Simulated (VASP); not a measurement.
# Lu2SiF3 (P4/mmm) in VASP: a series of runs

Runs on Lu2SiF3. Level: PBE. Tasks: single point.

All numbers are computed with VASP 6.6.1; they aren't measurements. Logs are shortened: lines on timing, memory, paths and dates and some standing lists are left out, and cuts for length are marked.

### Step 1. The cell of the first run

Symmetry: P4/mmm, No. 123, tetragonal system. Conventional cell: a = 3.128 Å, b = 3.128 Å, c = 9.469 Å, α = 90.00°, β = 90.00°, γ = 90.00°. Lu (site symmetry 4mm) has 8 F at 2.70 to 2.76 Å and 1 Si at 3.08 Å and 5 Lu at 3.13 to 3.32 Å within 3.6 Å. Within 3.5 Å of Si (site symmetry 4/mmm) lie 8 F at 2.69 Å and 2 Lu at 3.08 Å and 4 Si at 3.13 Å. Within 3.5 Å of F (site symmetry 4mm) lie 4 Si at 2.69 Å and 4 Lu at 2.70 Å and 6 F at 3.05 to 3.21 Å. F (site symmetry 4/mmm) has 8 Lu at 2.76 Å and 6 F at 3.13 to 3.21 Å within 3.6 Å.

The cell was generated, and may not be a known phase.

### Step 2. Single point, PBE

File INCAR:

```
SYSTEM = Lu2SiF3
PREC = Accurate
ENCUT = 520
EDIFF = 1E-6
ISMEAR = 0
SIGMA = 0.1
LREAL = .FALSE.
LASPH = .TRUE.
NELM = 60
ALGO = Normal
ISIF = 2
LWAVE = .FALSE.
LCHARG = .FALSE.
GGA = PE
NBANDS = 46
```

File KPOINTS:

```
Automatic mesh
0
G
  6 6 2
  0 0 0
```

File POSCAR:

```
Lu2SiF3
1.0
    3.1276865000      0.0000000000      0.0000000000
    0.0000000000      3.1276865000      0.0000000000
    0.0000000000      0.0000000000      9.4694940800
Lu Si F
2 1 3
Direct
    0.5000000000      0.5000000000      0.3248246900
    0.5000000000      0.5000000000      0.6751753100
    0.5000000000      0.5000000000      0.0000000000
    0.0000000000      0.0000000000      0.8390681100
    0.0000000000      0.0000000000      0.1609318900
    0.0000000000      0.0000000000      0.5000000000
```

Potentials or basis: VASP PAW PBE potentials, release 64 (Lu, Si, F).

Started as:

```
cat potpaw_PBE.64/Lu/POTCAR potpaw_PBE.64/Si/POTCAR potpaw_PBE.64/F/POTCAR > POTCAR
mpirun -np 1 vasp_std > vasp.out
```

OUTCAR:

```text
SYSTEM = Lu2SiF3
   PREC = Accurate
   ENCUT = 520
   EDIFF = 1E-6
   ISMEAR = 0
   LREAL = .FALSE.
   LASPH = .TRUE.
   NELM = 60
   ISIF = 2
   GGA = PE

 ion  position               nearest neighbor table
   1  0.500  0.500  0.325-   5 2.70   5 2.70   5 2.70   5 2.70   6 2.76   6 2.76   6 2.76   6 2.76
                             3 3.08   2 3.32
   2  0.500  0.500  0.675-   4 2.70   4 2.70   4 2.70   4 2.70   6 2.76   6 2.76   6 2.76   6 2.76
                             3 3.08   1 3.32
   3  0.500  0.500  0.000-   1 3.08   2 3.08
   4  0.000  0.000  0.839-   2 2.70   2 2.70   2 2.70   2 2.70
   5  0.000  0.000  0.161-   1 2.70   1 2.70   1 2.70   1 2.70
   6  0.000  0.000  0.500-   1 2.76   2 2.76   1 2.76   2 2.76   1 2.76   2 2.76   1 2.76   2 2.76

  LATTYP: Found a simple tetragonal cell.
 ALAT       =     3.1276865000
 C/A-ratio  =     3.0276353081

  Lattice vectors:

 A1 = (   3.1276865000,   0.0000000000,   0.0000000000)
 A2 = (   0.0000000000,   3.1276865000,   0.0000000000)
 A3 = (   0.0000000000,   0.0000000000,   9.4694940800)

Analysis of symmetry for initial positions (statically):
=====================================================================
 Subroutine PRICEL returns:
 Original cell was already a primitive cell.

 Routine SETGRP: Setting up the symmetry group for a
 simple tetragonal supercell.

 Subroutine GETGRP returns: Found 16 space group operations
 (whereof 16 operations were pure point group operations)
 out of a pool of 16 trial point group operations.

The static configuration has the point symmetry D_4h.

Analysis of symmetry for dynamics (positions and initial velocities):
=====================================================================
 Subroutine PRICEL returns:
 Original cell was already a primitive cell.

 Routine SETGRP: Setting up the symmetry group for a
 simple tetragonal supercell.

 Subroutine GETGRP returns: Found 16 space group operations
 (whereof 16 operations were pure point group operations)
 out of a pool of 16 trial point group operations.

The dynamic configuration has the point symmetry D_4h.

 Subroutine INISYM returns: Found 16 space group operations
 (whereof 16 operations are pure point group operations),
 and found     1 'primitive' translations

----------------------------------------------------------------------------------------

                                     Primitive cell

  volume of cell :      92.6346

  direct lattice vectors                    reciprocal lattice vectors
     3.127686500  0.000000000  0.000000000     0.319725139  0.000000000  0.000000000
     0.000000000  3.127686500  0.000000000     0.000000000  0.319725139  0.000000000
     0.000000000  0.000000000  9.469494080     0.000000000  0.000000000  0.105602263

  length of vectors
     3.127686500  3.127686500  9.469494080     0.319725139  0.319725139  0.105602263

  position of ions in fractional coordinates (direct lattice)
     0.500000000  0.500000000  0.324824690
     0.500000000  0.500000000  0.675175310
     0.500000000  0.500000000  0.000000000
     0.000000000  0.000000000  0.839068110
     0.000000000  0.000000000  0.160931890
     0.000000000  0.000000000  0.500000000

  ion indices of the primitive-cell ions
   primitive index   ion index
                 1           1
                 2           2
                 3           3
                 4           4
                 5           5
                 6           6

----------------------------------------------------------------------------------------

 KPOINTS: Automatic mesh

Automatic generation of k-mesh.
 Grid dimensions read from file:
 generate k-points for:    6    6    2

 Generating k-lattice:

  Cartesian coordinates                     Fractional coordinates (reciprocal lattice)
     0.053287523  0.000000000  0.000000000     0.166666667  0.000000000  0.000000000
     0.000000000  0.053287523  0.000000000     0.000000000  0.166666667  0.000000000
     0.000000000  0.000000000  0.052801131     0.000000000  0.000000000  0.500000000

  Length of vectors
     0.053287523  0.053287523  0.052801131

  Shift w.r.t. Gamma in fractional coordinates (k-lattice)
     0.000000000  0.000000000  0.000000000

 Subroutine IBZKPT returns following result:
 ===========================================

 Found     20 irreducible k-points:

 Following reciprocal coordinates:
            Coordinates               Weight
  0.000000  0.000000  0.000000      1.000000
  0.166667  0.000000  0.000000      4.000000
  0.333333  0.000000  0.000000      4.000000
  0.500000  0.000000  0.000000      2.000000
  0.166667  0.166667  0.000000      4.000000
  0.333333  0.166667  0.000000      8.000000
[... 12 lines left out ...]
  0.500000  0.333333  0.500000      4.000000
  0.500000  0.500000  0.500000      1.000000
   k-points           NKPTS =     20   k-points in BZ     NKDIM =     20   number of bands    NBANDS=     46
   number of dos      NEDOS =    301   number of ions     NIONS =      6
   total plane-waves  NPLWV =  40320
   dimension x,y,z NGX =    24 NGY =   24 NGZ =   70
   dimension x,y,z NGXF=    48 NGYF=   48 NGZF=  140
   ions per type =               2   1   3
   NGX,Y,Z   is equivalent  to a cutoff of  12.76, 12.76, 12.29 a.u.
   NGXF,Y,Z  is equivalent  to a cutoff of  25.51, 25.51, 24.58 a.u.
 SYSTEM =  Lu2SiF3
   PREC   = accura    normal or accurate (medium, high low for compatibility)
   ISTART =      0    job   : 0-new  1-cont  2-samecut
   ICHARG =      2    charge: 1-file 2-atom 10-const
   ISPIN  =      1    spin polarized calculation?
   LNONCOLLINEAR =      F non collinear calculations
   LSORBIT =      F    spin-orbit coupling
   LASPH  =      T    aspherical Exc in radial PAW
   ENCUT  =  520.0 eV  38.22 Ry    6.18 a.u.   5.82  5.82 17.61*2*pi/ulx,y,z
   NELM   =     60;   NELMIN=  2; NELMDL= -5     # of ELM steps
   EDIFF  = 0.1E-05   stopping-criterion for ELM
   LREAL  =      F    real-space projection
   EDIFFG = 0.1E-04   stopping-criterion for IOM
   NSW    =      0    number of steps for IOM
   IBRION =     -1    ionic relax: 0-MD 1-quasi-New 2-CG
   NFREE  =      0    steps in history (QN), initial steepest desc. (CG)
   ISIF   =      2    stress and relaxation
   ISYM   =      2    0-nonsym 1-usesym 2-fastsym
   POTIM  = 0.5000    time-step for ionic-motion
   TEBEG  =    0.0;   TEEND  =   0.0 temperature during run
   PSTRESS=    0.0 pullay stress
   NELECT =      75.0000    total number of electrons
   NUPDOWN=      -1.0000    fix difference up-down
   EMIN   =  10.00;   EMAX   =-10.00  energy-range for DOS
   EFERMI =   0.00;   METHOD = LEGACY
   ISMEAR =     0;   SIGMA  =   0.10  broadening in eV -4-tet -1-fermi 0-gaus
   EFERMI_NEDOS =   21; number of points for ismear=-14 and -15
   IALGO  =     38    algorithm
   IMIX   =      4    mixing-type and parameters
     AMIX     =   0.40;   BMIX     =  1.00
     AMIX_MAG =   1.60;   BMIX_MAG =  1.00
  volume/ion in A,a.u.               =      15.44       104.19
  Fermi-wavevector in a.u.,A,eV,Ry     =   1.525823  2.883388 31.676215  2.328136
  Thomas-Fermi vector in A             =   2.633941
   LORBIT       =      0    0 simple, 1 ext, 2 COOP (PROOUT), +10 PAW based schemes
   GGA     = PE    functional components
   LHFCALC =     F    Hartree Fock is set to
   AEXX    =    0.0000 exact exchange contribution
   IVDW    =     0    specifies the selected vdW correction
   LEPSILON=     F    determine dielectric tensor
   LRPA    =     F    only Hartree local field effects (RPA)
 non-spin polarized calculation
 Gauss-broadening in eV      SIGMA  =   0.10
  energy-cutoff  :      520.00
  volume of cell :       92.63
 maximum number of plane-waves:      2520
 NGX is ok and might be reduce to    24
   NGX = 11   NGY = 11   NGZ = 35

 number of electron      74.9999974 magnetization

 Free energy of the ion-electron system (eV)
  ---------------------------------------------------
  ext. energy  EPLUGINS =         0.00000000
  ---------------------------------------------------
  free energy    TOTEN  =       -26.40636953 eV

  energy without entropy =      -26.36055812  energy(sigma->0) =      -26.38346383

 E-fermi :   4.7972     XC(G=0): -11.0447

 val. band max:        4.7629736674   @ k =   0.3333   0.0000   0.0000
 cond. band min:       4.8022692847   @ k =   0.5000   0.5000   0.0000
 fundamental gap:      0.0392956174
 Fermi energy:         4.7972431360

 k-point     1 :       0.0000    0.0000    0.0000
  band No.  band energies     occupation
      1     -52.4958      2.00000
      2     -52.4867      2.00000
      3     -23.4835      2.00000
      4     -23.1607      2.00000
      5     -22.8825      2.00000
      6     -22.8825      2.00000
[... 38 lines left out ...]
     45       9.5894      0.00000
     46       9.5895      0.00000

 k-point     2 :       0.1667    0.0000    0.0000
  band No.  band energies     occupation
      1     -52.4866      2.00000
      2     -52.4776      2.00000
      3     -23.4299      2.00000
      4     -23.1368      2.00000
      5     -23.1019      2.00000
      6     -23.0451      2.00000
[... 38 lines left out ...]
     45       8.9559      0.00000
     46       9.5460      0.00000

 k-point     3 :       0.3333    0.0000    0.0000
  band No.  band energies     occupation
      1     -52.4681      2.00000
      2     -52.4593      2.00000
      3     -23.5101      2.00000
      4     -23.4056      2.00000
      5     -23.2989      2.00000
      6     -23.0687      2.00000
[... 38 lines left out ...]
     45       8.4740      0.00000
     46       8.5684      0.00000

 k-point     4 :       0.5000    0.0000    0.0000
  band No.  band energies     occupation
      1     -52.4589      2.00000
      2     -52.4502      2.00000
      3     -23.6865      2.00000
      4     -23.5714      2.00000
      5     -23.2408      2.00000
      6     -23.0393      2.00000
[... 724 lines left out ...]
     45       7.7245      0.00000
     46       8.0265      0.00000

 k-point    19 :       0.5000    0.3333    0.5000
  band No.  band energies     occupation
      1     -52.4319      2.00000
      2     -52.4234      2.00000
      3     -23.5232      2.00000
      4     -23.4707      2.00000
      5     -23.3104      2.00000
      6     -23.2840      2.00000
[... 38 lines left out ...]
     45       7.5734      0.00000
     46       8.2633      0.00000

 k-point    20 :       0.5000    0.5000    0.5000
  band No.  band energies     occupation
      1     -52.4229      2.00000
      2     -52.4145      2.00000
      3     -23.4652      2.00000
      4     -23.4652      2.00000
      5     -23.4361      2.00000
      6     -23.4361      2.00000
[... 38 lines left out ...]
     45       7.3747      0.00000
     46       9.5626      0.00000

------------------------ aborting loop because EDIFF is reached ----------------------------------------

  FORCE on cell =-STRESS in cart. coord.  units (eV):
  Direction    XX          YY          ZZ          XY          YZ          ZX
  --------------------------------------------------------------------------------------
  -------------------------------------------------------------------------------------
  Total        3.3008265      3.3008265     -1.2410234      0.0000000      0.0000000     -0.0000000
  in kB       57.0900032     57.0900032    -21.4643307      0.0000000      0.0000000     -0.0000000
  external PRESSURE =      30.9052253 kB  Pullay stress =       0.0000000 kB

 VOLUME and BASIS-vectors are now :
 -----------------------------------------------------------------------------
  energy-cutoff  :      520.00
  volume of cell :       92.63
      direct lattice vectors                 reciprocal lattice vectors
     3.127686500  0.000000000  0.000000000     0.319725139  0.000000000  0.000000000
     0.000000000  3.127686500  0.000000000     0.000000000  0.319725139  0.000000000
     0.000000000  0.000000000  9.469494080     0.000000000  0.000000000  0.105602263

 POSITION                                       TOTAL-FORCE (eV/Angst)
 -----------------------------------------------------------------------------------
      1.56384      1.56384      3.07593         0.000000     -0.000000     -1.821604
      1.56384      1.56384      6.39357         0.000000     -0.000000      1.821604
      1.56384      1.56384      0.00000         0.000000     -0.000000      0.000000
      0.00000      0.00000      7.94555         0.000000      0.000000     -2.131347
      0.00000      0.00000      1.52394        -0.000000     -0.000000      2.131347
      0.00000      0.00000      4.73475         0.000000     -0.000000      0.000000
 -----------------------------------------------------------------------------------
    total drift:                                0.000000     -0.000000      0.000000

  FREE ENERGIE OF THE ION-ELECTRON SYSTEM (eV)
  ---------------------------------------------------
  free  energy   TOTEN  =       -26.4063695327 eV

  energy  without entropy=      -26.3605581219  energy(sigma->0) =      -26.38346383
```

Wall time 1.7 min (1 thread of Oxide Virtual Turin-like, shared host); peak memory 0.2 GiB.

What came out:

| Property | Result |
| --- | --- |
| Free energy | -26.4064 eV |
| Pressure | 3.1 GPa |
| Largest force | 2.131 eV/Å |
| Band gap on the k mesh | zero (an odd number of electrons rules out a gap without spin polarisation) |

Forces in eV/Å, atoms in the order of the input:
```
Lu   0.000  0.000 -1.822
Lu   0.000  0.000  1.822
Si   0.000  0.000  0.000
F    0.000  0.000 -2.131
F    0.000  0.000  2.131
F    0.000  0.000  0.000
```

Stress tensor (GPa, compression positive):
```
 5.71  0.00  0.00
 0.00  5.71  0.00
 0.00  0.00 -2.15
```

Caveat: the stress differs along the axes, from -2 to 6 GPa; spin-orbit coupling is left out, which moves the levels of the heavy elements; an odd number of electrons without spin polarisation forces a metal; a magnetic or distorted state may lie lower.

(Part 1 of 2 ends here.)

The gap in the log of VASP goes by the Fermi energy; the results here count the filled bands.